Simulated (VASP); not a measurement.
# AlIr (Pm-3m) in VASP: a series of runs

AlIr is run at these levels: LDA; tasks: single point.

All numbers are computed with VASP 6.6.1; they aren't measurements. Logs are shortened: lines on timing, memory, paths and dates and some standing lists are left out, and cuts for length are marked.

**1. The cell of the first run**

Symmetry: Pm-3m, No. 221, cubic system. The conventional cell has a = 2.995 Å, b = 2.995 Å, c = 2.995 Å, α = 90.00°, β = 90.00°, γ = 90.00°. Within 3.4 Å of Al (site symmetry m-3m) lie 8 Ir at 2.59 Å and 6 Al at 2.99 Å. Within 3.4 Å of Ir (site symmetry m-3m) lie 8 Al at 2.59 Å and 6 Ir at 2.99 Å.

**2. Single point, LDA, collinear spin**

Input file INCAR:

```
SYSTEM = AlIr
ALGO     = Normal         ! electronic algorithm
EDIFF    = 1E-7           ! SCF threshold, eV
ENCUT    = 520            ! plane-wave cutoff, eV
ISIF     = 2              ! what is computed and relaxed
ISMEAR   = -1             ! smearing method
ISPIN    = 2              ! spin polarisation
LASPH    = .TRUE.         ! aspherical terms in the spheres
LCHARG   = .FALSE.        ! write CHGCAR
LMAXMIX  = 4              ! l up to which the mixer works
LORBIT   = 11             ! projections on sites
LREAL    = .FALSE.        ! projectors in reciprocal space
LWAVE    = .FALSE.        ! write WAVECAR
MAGMOM   = 0 0.2          ! initial moments
NBANDS   = 17             ! bands
NELM     = 150            ! most SCF steps
NUPDOWN  = 0.2            ! fixed moment
PREC     = Accurate       ! precision mode
SIGMA    = 0.03           ! smearing width, eV
```

Input file KPOINTS:

```
k-points
0
G
  11 11 11
  0 0 0
```

Input file POSCAR:

```
AlIr
1.0
    2.9945548500      0.0000000000      0.0000000000
    0.0000000000      2.9945548500      0.0000000000
    0.0000000000      0.0000000000      2.9945548500
Al Ir
1 1
Direct
    0.0000000000      0.0000000000      0.0000000000
    0.5000000000      0.5000000000      0.5000000000
```

Potentials or basis: VASP PAW LDA potentials, release 64 (Al, Ir).

Command:

```sh
cat potpaw_LDA.64/Al/POTCAR potpaw_LDA.64/Ir/POTCAR > POTCAR
mpirun -np 1 vasp_std > vasp.out
```

OUTCAR:

```text
SYSTEM = AlIr
   EDIFF = 1E-7
   ENCUT = 520
   ISIF = 2
   ISMEAR = -1
   ISPIN = 2
   LASPH = .TRUE.
   LORBIT = 11
   LREAL = .FALSE.
   NELM = 150
   NUPDOWN = 0.2
   PREC = Accurate

 ion  position               nearest neighbor table
   1  0.000  0.000  0.000-   2 2.59   2 2.59   2 2.59   2 2.59   2 2.59   2 2.59   2 2.59   2 2.59

   2  0.500  0.500  0.500-   1 2.59   1 2.59   1 2.59   1 2.59   1 2.59   1 2.59   1 2.59   1 2.59

  LATTYP: Found a simple cubic cell.
 ALAT       =     2.9945548500

  Lattice vectors:

 A1 = (   2.9945548500,   0.0000000000,   0.0000000000)
 A2 = (   0.0000000000,   2.9945548500,   0.0000000000)
 A3 = (   0.0000000000,   0.0000000000,   2.9945548500)

Analysis of symmetry for initial positions (statically):
=====================================================================
 Subroutine PRICEL returns:
 Original cell was already a primitive cell.

 Routine SETGRP: Setting up the symmetry group for a
 simple cubic supercell.

 Subroutine GETGRP returns: Found 48 space group operations
 (whereof 48 operations were pure point group operations)
 out of a pool of 48 trial point group operations.

The static configuration has the point symmetry O_h .

Analysis of symmetry for dynamics (positions and initial velocities):
=====================================================================
 Subroutine PRICEL returns:
 Original cell was already a primitive cell.

 Routine SETGRP: Setting up the symmetry group for a
 simple cubic supercell.

 Subroutine GETGRP returns: Found 48 space group operations
 (whereof 48 operations were pure point group operations)
 out of a pool of 48 trial point group operations.

The dynamic configuration has the point symmetry O_h .

Analysis of structural, dynamic, and magnetic symmetry:
=====================================================================
 Subroutine PRICEL returns:
 Original cell was already a primitive cell.

 Routine SETGRP: Setting up the symmetry group for a
 simple cubic supercell.

 Subroutine GETGRP returns: Found 48 space group operations
 (whereof 48 operations were pure point group operations)
 out of a pool of 48 trial point group operations.

The overall configuration has the point symmetry O_h .

 Subroutine INISYM returns: Found 48 space group operations
 (whereof 48 operations are pure point group operations),
 and found     1 'primitive' translations

----------------------------------------------------------------------------------------

                                     Primitive cell

  volume of cell :      26.8532

  direct lattice vectors                    reciprocal lattice vectors
     2.994554850  0.000000000  0.000000000     0.333939450  0.000000000  0.000000000
     0.000000000  2.994554850  0.000000000     0.000000000  0.333939450  0.000000000
     0.000000000  0.000000000  2.994554850     0.000000000  0.000000000  0.333939450

  length of vectors
     2.994554850  2.994554850  2.994554850     0.333939450  0.333939450  0.333939450

  position of ions in fractional coordinates (direct lattice)
     0.000000000  0.000000000  0.000000000
     0.500000000  0.500000000  0.500000000

  ion indices of the primitive-cell ions
   primitive index   ion index
                 1           1
                 2           2

----------------------------------------------------------------------------------------

 KPOINTS: k-points

Automatic generation of k-mesh.
 Grid dimensions read from file:
 generate k-points for:   11   11   11

 Generating k-lattice:

  Cartesian coordinates                     Fractional coordinates (reciprocal lattice)
     0.030358132  0.000000000  0.000000000     0.090909091  0.000000000  0.000000000
     0.000000000  0.030358132  0.000000000     0.000000000  0.090909091  0.000000000
     0.000000000  0.000000000  0.030358132     0.000000000  0.000000000  0.090909091

  Length of vectors
     0.030358132  0.030358132  0.030358132

  Shift w.r.t. Gamma in fractional coordinates (k-lattice)
     0.000000000  0.000000000  0.000000000

 Subroutine IBZKPT returns following result:
 ===========================================

 Found     56 irreducible k-points:

 Following reciprocal coordinates:
            Coordinates               Weight
  0.000000  0.000000  0.000000      1.000000
  0.090909  0.000000  0.000000      6.000000
  0.181818  0.000000  0.000000      6.000000
  0.272727  0.000000  0.000000      6.000000
  0.363636  0.000000  0.000000      6.000000
  0.454545  0.000000  0.000000      6.000000
[... 16 lines left out ...]
  0.181818  0.090909  0.090909     24.000000
  0.272727  0.090909  0.090909     24.000000
 [... further k-points ...]
   k-points           NKPTS =     56   k-points in BZ     NKDIM =     56   number of bands    NBANDS=     17
   number of dos      NEDOS =    301   number of ions     NIONS =      2
   total plane-waves  NPLWV =  13824
   dimension x,y,z NGX =    24 NGY =   24 NGZ =   24
   dimension x,y,z NGXF=    48 NGYF=   48 NGZF=   48
   ions per type =               1   1
   NGX,Y,Z   is equivalent  to a cutoff of  13.32, 13.32, 13.32 a.u.
   NGXF,Y,Z  is equivalent  to a cutoff of  26.65, 26.65, 26.65 a.u.
 SYSTEM =  AlIr
   PREC   = accura    normal or accurate (medium, high low for compatibility)
   ISTART =      0    job   : 0-new  1-cont  2-samecut
   ICHARG =      2    charge: 1-file 2-atom 10-const
   ISPIN  =      2    spin polarized calculation?
   LNONCOLLINEAR =      F non collinear calculations
   LSORBIT =      F    spin-orbit coupling
   LASPH  =      T    aspherical Exc in radial PAW
   ENCUT  =  520.0 eV  38.22 Ry    6.18 a.u.   5.57  5.57  5.57*2*pi/ulx,y,z
   NELM   =    150;   NELMIN=  2; NELMDL= -5     # of ELM steps
   EDIFF  = 0.1E-06   stopping-criterion for ELM
   LREAL  =      F    real-space projection
   EDIFFG = 0.1E-05   stopping-criterion for IOM
   NSW    =      0    number of steps for IOM
   IBRION =     -1    ionic relax: 0-MD 1-quasi-New 2-CG
   NFREE  =      0    steps in history (QN), initial steepest desc. (CG)
   ISIF   =      2    stress and relaxation
   ISYM   =      2    0-nonsym 1-usesym 2-fastsym
   POTIM  = 0.5000    time-step for ionic-motion
   TEBEG  =    0.0;   TEEND  =   0.0 temperature during run
   PSTRESS=    0.0 pullay stress
   NELECT =      12.0000    total number of electrons
   NUPDOWN=       0.2000    fix difference up-down
   EMIN   =  10.00;   EMAX   =-10.00  energy-range for DOS
   EFERMI =   0.00;   METHOD = LEGACY
   ISMEAR =    -1;   SIGMA  =   0.03  broadening in eV -4-tet -1-fermi 0-gaus
   EFERMI_NEDOS =   21; number of points for ismear=-14 and -15
   IALGO  =     38    algorithm
   IMIX   =      4    mixing-type and parameters
     AMIX     =   0.40;   BMIX     =  1.00
     AMIX_MAG =   1.60;   BMIX_MAG =  1.00
  volume/ion in A,a.u.               =      13.43        90.61
  Fermi-wavevector in a.u.,A,eV,Ry     =   1.251612  2.365203 21.313962  1.566532
  Thomas-Fermi vector in A             =   2.385551
   LORBIT       =     11    0 simple, 1 ext, 2 COOP (PROOUT), +10 PAW based schemes
   GGA     = CA    functional components
   LHFCALC =     F    Hartree Fock is set to
   AEXX    =    0.0000 exact exchange contribution
   IVDW    =     0    specifies the selected vdW correction
   LEPSILON=     F    determine dielectric tensor
   LRPA    =     F    only Hartree local field effects (RPA)
 spin polarized calculation
  energy-cutoff  :      520.00
  volume of cell :       26.85
 maximum number of plane-waves:       739
 NGX is ok and might be reduce to    24
   NGX = 11   NGY = 11   NGZ = 11

 number of electron      12.0000000 magnetization       0.2000000

 Free energy of the ion-electron system (eV)
  ---------------------------------------------------
  ext. energy  EPLUGINS =         0.00000000
  ---------------------------------------------------
  free energy    TOTEN  =       -16.40124276 eV

  energy without entropy =      -16.39724868  energy(sigma->0) =      -16.39924572

 E-fermi :  10.0212     XC(G=0): -12.8008

 val. band max:       10.8892533816   @ k =   0.4545   0.0909   0.0000
 cond. band min:      10.1562581262   @ k =   0.4545   0.4545   0.3636
 fundamental gap:     -0.7329952554
 Fermi energy:        10.8980476658

 spin component 1

 k-point     1 :       0.0000    0.0000    0.0000
  band No.  band energies     occupation
      1      -1.5658      1.00000
      2       4.8023      1.00000
      3       4.8023      1.00000
      4       8.8829      1.00000
      5       8.8829      1.00000
      6       8.8829      1.00000
[... 9 lines left out ...]
     16      30.9910      0.00000
     17      30.9910      0.00000
[... 441 lines left out ...]
 k-point    24 :       0.2727    0.0909    0.0909
  band No.  band energies     occupation
      1       0.1600      1.00000
      2       5.0789      1.00000
      3       5.3507      1.00000
      4       7.4097      1.00000
      5       7.4818      1.00000
      6       8.6518      1.00000
[... 9 lines left out ...]
     16      30.4794      0.00000
     17      30.6279      0.00000

 [... further k-points ...]

 spin component 2

 k-point     1 :       0.0000    0.0000    0.0000
  band No.  band energies     occupation
      1      -1.5266      1.00000
      2       4.9090      1.00000
      3       4.9090      1.00000
      4       8.9584      1.00000
      5       8.9584      1.00000
      6       8.9584      1.00000
[... 9 lines left out ...]
     16      31.0189      0.00000
     17      31.0189      0.00000
[... 441 lines left out ...]
 k-point    24 :       0.2727    0.0909    0.0909
  band No.  band energies     occupation
      1       0.1996      1.00000
      2       5.1593      1.00000
      3       5.4594      1.00000
      4       7.4799      1.00000
      5       7.5542      1.00000
      6       8.7264      1.00000
[... 9 lines left out ...]
     16      30.5379      0.00000
     17      30.6706      0.00000

 [... further k-points ...]

------------------------ aborting loop because EDIFF is reached ----------------------------------------

  FORCE on cell =-STRESS in cart. coord.  units (eV):
  Direction    XX          YY          ZZ          XY          YZ          ZX
  --------------------------------------------------------------------------------------
  -------------------------------------------------------------------------------------
  Total       -0.7316768     -0.7316768     -0.7316768      0.0000000      0.0000000     -0.0000000
  in kB      -43.6549058    -43.6549058    -43.6549058      0.0000000      0.0000000     -0.0000000
  external PRESSURE =     -43.6549058 kB  Pullay stress =       0.0000000 kB

 VOLUME and BASIS-vectors are now :
 -----------------------------------------------------------------------------
  energy-cutoff  :      520.00
  volume of cell :       26.85
      direct lattice vectors                 reciprocal lattice vectors
     2.994554850  0.000000000  0.000000000     0.333939450  0.000000000  0.000000000
     0.000000000  2.994554850  0.000000000     0.000000000  0.333939450  0.000000000
     0.000000000  0.000000000  2.994554850     0.000000000  0.000000000  0.333939450

 POSITION                                       TOTAL-FORCE (eV/Angst)
 -----------------------------------------------------------------------------------
      0.00000      0.00000      0.00000         0.000000      0.000000      0.000000
      1.49728      1.49728      1.49728         0.000000      0.000000      0.000000
 -----------------------------------------------------------------------------------
    total drift:                                0.000000     -0.000000     -0.000000

  FREE ENERGIE OF THE ION-ELECTRON SYSTEM (eV)
  ---------------------------------------------------
  free  energy   TOTEN  =       -16.4012427583 eV

  energy  without entropy=      -16.3972486818  energy(sigma->0) =      -16.39924572

 total charge

# of ion       s       p       d       tot
------------------------------------------
    1        0.371   0.420   0.000   0.791
    2        0.645   0.654   7.294   8.594
--------------------------------------------------
tot          1.015   1.075   7.294   9.384

 magnetization (x)

# of ion       s       p       d       tot
------------------------------------------
    1       -0.000   0.004   0.000   0.003
    2        0.008   0.015   0.157   0.180
--------------------------------------------------
tot          0.008   0.018   0.157   0.183
```

Wall time 27 s (1 thread of Intel Xeon 8259CL, shared host); peak memory 0.16 GiB.

Results:

| Item | Value |
| --- | --- |
| Free energy | -16.4012 eV |
| Pressure | -4.4 GPa |
| Net moment | 0.20 μB per cell |
| Site moments | Al +0.00; Ir +0.18 μB |
| Valence electrons inside the program's atomic spheres | Al 0.79; Ir 8.59 |

Caveat: the cell stands under tension; spin-orbit coupling is left out, which moves the levels of the heavy elements; the total moment is fixed, so each spin has its own Fermi level.

**3. Single point, LDA, collinear spin**

INCAR: that of step 2 with these lines changed.

```diff
@@ -4,2 +4,3 @@
 ENCUT    = 520            ! plane-wave cutoff, eV
+GGA      = CA             ! functional
 ISIF     = 2              ! what is computed and relaxed
@@ -13,6 +14,6 @@
 LWAVE    = .FALSE.        ! write WAVECAR
-MAGMOM   = 0 0.2          ! initial moments
+MAGMOM   = 0 0.4          ! initial moments
 NBANDS   = 17             ! bands
 NELM     = 150            ! most SCF steps
-NUPDOWN  = 0.2            ! fixed moment
+NUPDOWN  = 0.4            ! fixed moment
 PREC     = Accurate       ! precision mode
```

KPOINTS is that of step 2.

POSCAR is that of step 2.

Potentials or basis: VASP PAW LDA potentials, release 64 (Al, Ir).

Command:

```sh
cat potpaw_LDA.64/Al/POTCAR potpaw_LDA.64/Ir/POTCAR > POTCAR
mpirun -np 1 vasp_std > vasp.out
```

Wall time 27 s (1 thread of Intel Xeon 8259CL, shared host); peak memory 0.17 GiB.

The run converged. Its results:

* Free energy: -16.2803 eV
* Pressure: -2.7 GPa
* Net moment: 0.40 μB per cell
* Site moments: Al +0.01; Ir +0.35 μB
* Valence electrons inside the program's atomic spheres: Al 0.79; Ir 8.60

Caveat: spin-orbit coupling is left out, which moves the levels of the heavy elements; the total moment is fixed, so each spin has its own Fermi level.

**4. Single point, LDA, collinear spin**

Input file INCAR:

```
PREC = Accurate
ENCUT = 520
EDIFF = 1E-6
ISMEAR = -1
SIGMA = 0.03
LREAL = False
LASPH = True
NELM = 150
ALGO = Normal
ISIF = 2
LWAVE = False
LCHARG = True
ISPIN = 2
MAGMOM = 0 0.6
LORBIT = 11
NUPDOWN = 0.6
LMAXMIX = 4
GGA = CA
LELF = True
LVHAR = True
NBANDS = 17
```

Input file KPOINTS:

```
Automatic mesh
0
Gamma
  11 11 11
```

POSCAR is that of step 3.

Command:

```sh
cat potpaw_LDA.64/Al/POTCAR potpaw_LDA.64/Ir/POTCAR > POTCAR
mpirun -np 1 vasp_std > vasp.out
```

Run time: 28 s. Hardware: 1 thread of Intel Xeon 8259CL, shared host; peak memory 0.16 GiB.

Results (log left out):

* Free energy: -16.0984 eV
* Pressure: -0.9 GPa
* Net moment: 0.60 μB per cell
* Site moments: Al +0.01; Ir +0.52 μB
* Valence electrons inside the program's atomic spheres: Al 0.80; Ir 8.60

Caveat: spin-orbit coupling is left out, which moves the levels of the heavy elements; the total moment is fixed, so each spin has its own Fermi level.

**5. Summary**

```tsv
fixed moment (μB)	pressure (GPa)	moment (μB)
0.2	-4.4	0.20
0.4	-2.7	0.40
0.6	-0.9	0.60
```

Alike in all rows: task single point; level LDA; potentials or basis VASP PAW LDA potentials, release 64 (Al, Ir); spin collinear; cell as given; k mesh 11 × 11 × 11; cutoff (eV) 520; smearing fermi-dirac 0.03 eV.

Caveats: spin-orbit coupling is left out, which moves the levels of the heavy elements; the total moment is fixed, so each spin has its own Fermi level; the cell stands under tension (at least some runs).

Absolute energies hang on the potentials; compare differences alone.
